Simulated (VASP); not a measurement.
# C (Fmmm) in VASP: notebook, part 2 of 2

VASP 6.6.1. Earlier steps stand in the parts before.

## (3) Single point, PBE+D3(BJ)

This run uses another cell than the first one, of 8.92 Å³/atom, 1.021 times its volume.

INCAR

```
SYSTEM = C
ALGO = Normal
EDIFF = 1E-6
ENCUT = 520
GGA = PE
ISIF = 2
ISMEAR = 0
IVDW = 12
LASPH = .TRUE.
LCHARG = .FALSE.
LREAL = .FALSE.
LWAVE = .FALSE.
NBANDS = 11
NELM = 100
PREC = Accurate
SIGMA = 0.02
```

KPOINTS

```
k-points
0
G
  18 18 18
  0 0 0
```

POSCAR

```
C
1.0
    0.0000000000      2.1341717714      3.3921351648
    1.2328129398      0.0000000000      3.3921351648
    1.2328129398      2.1341717714      0.0000000000
C
2
Direct
    0.1666996624      0.8333003376      0.1666996624
    0.8333003376      0.1666996624      0.8333003376
```

Potentials or basis: VASP PAW PBE potentials, release 64 (C).

The run is started by

```
cat potpaw_PBE.64/C/POTCAR > POTCAR
mpirun -np 1 vasp_std > vasp.out
```

OUTCAR:

```text
SYSTEM = C
   EDIFF = 1E-6
   ENCUT = 520
   GGA = PE
   ISIF = 2
   ISMEAR = 0
   IVDW = 12
   LASPH = .TRUE.
   LREAL = .FALSE.
   NELM = 100
   PREC = Accurate
 IVDW          = 12

 ion  position               nearest neighbor table
   1  0.167  0.833  0.167-   2 1.42   2 1.42   2 1.42
   2  0.833  0.167  0.833-   1 1.42   1 1.42   1 1.42

  LATTYP: Found a face centered orthorhombic cell.
 ALAT       =     2.4656258796
 B/A-ratio  =     1.7311399828
 C/A-ratio  =     2.7515408504

  Lattice vectors:

 A1 = (   0.0000000000,   2.1341717714,   3.3921351648)
 A2 = (   1.2328129398,   0.0000000000,   3.3921351648)
 A3 = (   1.2328129398,   2.1341717714,   0.0000000000)

Analysis of symmetry for initial positions (statically):
=====================================================================
 Subroutine PRICEL returns:
 Original cell was already a primitive cell.

 Routine SETGRP: Setting up the symmetry group for a
 face centered orthorhombic supercell.

 Subroutine GETGRP returns: Found  8 space group operations
 (whereof  8 operations were pure point group operations)
 out of a pool of  8 trial point group operations.

The static configuration has the point symmetry D_2h.

Analysis of symmetry for dynamics (positions and initial velocities):
=====================================================================
 Subroutine PRICEL returns:
 Original cell was already a primitive cell.

 Routine SETGRP: Setting up the symmetry group for a
 face centered orthorhombic supercell.

 Subroutine GETGRP returns: Found  8 space group operations
 (whereof  8 operations were pure point group operations)
 out of a pool of  8 trial point group operations.

The dynamic configuration has the point symmetry D_2h.

 Subroutine INISYM returns: Found  8 space group operations
 (whereof  8 operations are pure point group operations),
 and found     1 'primitive' translations

----------------------------------------------------------------------------------------

[... 121 lines left out ...]
   LEPSILON=     F    determine dielectric tensor
   LRPA    =     F    only Hartree local field effects (RPA)
 non-spin polarized calculation
 Gauss-broadening in eV      SIGMA  =   0.02
  energy-cutoff  :      520.00
  volume of cell :       17.85
 maximum number of plane-waves:       499
 NGX is ok and might be reduce to    30
   NGX = 15   NGY = 13   NGZ =  9

 number of electron       8.0000001 magnetization

 Free energy of the ion-electron system (eV)
  ---------------------------------------------------
  ext. energy  EPLUGINS =         0.00000000
  ---------------------------------------------------
  free energy    TOTEN  =       -18.42359277 eV

  energy without entropy =      -18.42359224  energy(sigma->0) =      -18.42359251

 E-fermi :   4.5859     XC(G=0): -10.2460

 val. band max:        4.5492492659   @ k =  -0.2778   0.0556   0.3333
 cond. band min:       4.6226389462   @ k =  -0.2222   0.1111   0.3333
 fundamental gap:      0.0733896803
 Fermi energy:         4.5859441070

 k-point     1 :       0.0000    0.0000    0.0000
  band No.  band energies     occupation
      1     -15.0577      2.00000
      2      -2.0243      2.00000
      3       1.5731      2.00000
      4       1.5854      2.00000
      5       8.7796      0.00000
      6      12.9138      0.00000
      7      12.9764      0.00000
      8      15.9805      0.00000
      9      17.1951      0.00000
     10      27.2152      0.00000
     11      29.8847      0.00000
[... 309 lines left out ...]
 k-point    24 :      -0.2222    0.0556    0.0000
  band No.  band energies     occupation
      1     -13.2203      2.00000
      2      -3.5122      2.00000
      3      -0.7037      2.00000
      4      -0.1415      2.00000
      5      10.7312      0.00000
      6      11.3344      0.00000
      7      12.6181      0.00000
      8      18.9529      0.00000
      9      20.6612      0.00000
     10      22.8569      0.00000
     11      27.8054      0.00000

 [... further k-points ...]

------------------------ aborting loop because EDIFF is reached ----------------------------------------

 Edisp (eV)   -0.30857

 E8    (eV) :    -0.0873

  FORCE on cell =-STRESS in cart. coord.  units (eV):
  Direction    XX          YY          ZZ          XY          YZ          ZX
  --------------------------------------------------------------------------------------
  -------------------------------------------------------------------------------------
  Total       0.07357     0.07270    -0.00477     0.00000     0.00000     0.00000
  in kB       6.60335     6.52529    -0.42854     0.00000     0.00000     0.00000
  external pressure =        4.23 kB  Pullay stress =        0.00 kB

 VOLUME and BASIS-vectors are now :
 -----------------------------------------------------------------------------
  energy-cutoff  :      520.00
  volume of cell :       17.85
      direct lattice vectors                 reciprocal lattice vectors
     0.000000000  2.134171771  3.392135165    -0.405576535  0.234282923  0.147399787
     1.232812940  0.000000000  3.392135165     0.405576535 -0.234282923  0.147399787
     1.232812940  2.134171771  0.000000000     0.405576535  0.234282923 -0.147399787

 POSITION                                       TOTAL-FORCE (eV/Angst)
 -----------------------------------------------------------------------------------
      1.23281      0.71153      3.39214         0.000000     -0.003808      0.000000
      1.23281      3.55681      3.39214         0.000000      0.003808      0.000000
 -----------------------------------------------------------------------------------
    total drift:                               -0.000000     -0.000000      0.000000

  FREE ENERGIE OF THE ION-ELECTRON SYSTEM (eV)
  ---------------------------------------------------
  free  energy   TOTEN  =       -18.7321651776 eV

  energy  without entropy=      -18.7321646433  energy(sigma->0) =      -18.73216491
```

stdout:

```text
POSCAR found type information on POSCAR C
 POSCAR found :  1 types and       2 ions
 scaLAPACK will be used
 LDA part: xc-table for (Slater+PW92), standard interpolation
 POSCAR, INCAR and KPOINTS ok, starting setup
 FFT: planning ... GRIDC
 FFT: planning ... GRID_SOFT
 FFT: planning ... GRID
 WAVECAR not read
 entering main loop
```

Run time: 4.5 min. Hardware: 1 thread of AMD EPYC 7R43 (Zen 3), shared host; peak memory 0.21 GiB.

What came out:

- Free energy: -18.7322 eV
- Pressure: 0.4 GPa
- Largest force: 0.004 eV/Å
- Band gap on the k mesh: 0.07 eV, indirect (least direct gap 0.14 eV)
- Dispersion energy per atom: -0.154 eV

Forces on the atoms (eV/Å):
```
C    0.000 -0.004  0.000
C    0.000  0.004  0.000
```

Stress tensor (GPa, compression positive):
```
 0.66  0.00  0.00
 0.00  0.65  0.00
 0.00  0.00 -0.04
```

A k mesh can miss the band edges.
